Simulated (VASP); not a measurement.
Write the native input for VASP 6.6.1 that does the following.

```yaml
Task: single point
Functional: r2SCAN
Potentials_or_basis: VASP PAW PBE potentials, release 64 (Ta_pv, N)
Cutoff: 520 eV
k_mesh: 6 × 6 × 4
Occupations: gaussian, width 0.1 eV
Spin: collinear spin, ferromagnetic start
Starting_moments: "[1.0, 1.0, 0.0] μB"
Dipole_correction: no
Further_INCAR_settings: ALGO = Normal; EDIFF = 1e-07; NBANDS = 24
```

Ta2N:

```xyz
3
Lattice="3.1129 0.0000 0.0000 -1.5564 2.6958 0.0000 0.0000 0.0000 4.8698" Properties=species:S:1:pos:R:3 pbc="T T T"
Ta    1.5564    0.8986    3.6294
Ta    0.0000    1.7972    1.2404
N     0.0000    0.0000    0.0000
```

The input as run:

POSCAR

```
Ta2N
1.0
    3.1128615060      0.0000000000      0.0000000000
   -1.5564307530      2.6958171426      0.0000000000
    0.0000000000      0.0000000000      4.8698410000
Ta N
2 1
Direct
    0.6666666700      0.3333333300      0.7452890000
    0.3333333300      0.6666666700      0.2547110000
    0.0000000000      0.0000000000      0.0000000000
```

INCAR.step1

```
SYSTEM = Ta2N
ALGO = Normal
EDIFF = 1E-4
ENCUT = 520
GGA = PE
ISMEAR = 0
ISPIN = 2
LASPH = .True.
LCHARG = .False.
LMAXMIX = 4
LREAL = .False.
LWAVE = .True.
MAGMOM = 1 1 0
NBANDS = 24
NELM = 150
PREC = Accurate
SIGMA = 0.1
```

INCAR.step2

```
SYSTEM = Ta2N
ALGO = Normal
EDIFF = 1E-7
ENCUT = 520
ISIF = 2
ISMEAR = 0
ISPIN = 2
ISTART = 1
LASPH = .True.
LCHARG = .True.
LELF = .True.
LMAXMIX = 4
LMIXTAU = .True.
LORBIT = 11
LREAL = .False.
LVHAR = .True.
LWAVE = .False.
MAGMOM = 1 1 0
METAGGA = R2SCAN
NBANDS = 24
NELM = 150
PREC = Accurate
SIGMA = 0.1
```

KPOINTS

```
k-points
0
Gamma
  6 6 4
  0 0 0
```

Potentials or basis: VASP PAW PBE potentials, release 64 (Ta_pv, N).

Launch:

```sh
$ cat potpaw_PBE.64/Ta_pv/POTCAR potpaw_PBE.64/N/POTCAR > POTCAR
$ cp INCAR.step1 INCAR
$ mpirun -np 1 vasp_std > vasp.out
$ cp INCAR.step2 INCAR
$ mpirun -np 1 vasp_std > vasp.out
```

It gave:

The pressure is -4.2 GPa and the largest force is 0.132 eV/Å. The net moment is 0.00 μB per cell. The valence electrons inside the program's atomic spheres are Ta 8.88; N 3.78.

Caveat: the k points lie up to 0.39 Å⁻¹ apart; the PAW data sets were made with another functional, which shifts forces and pressure a little.

Wall time 64 s on 1 thread of Intel(R) Xeon(R) 6975P-C (Granite Rapids) (shared host), peak memory 0.2 GiB.
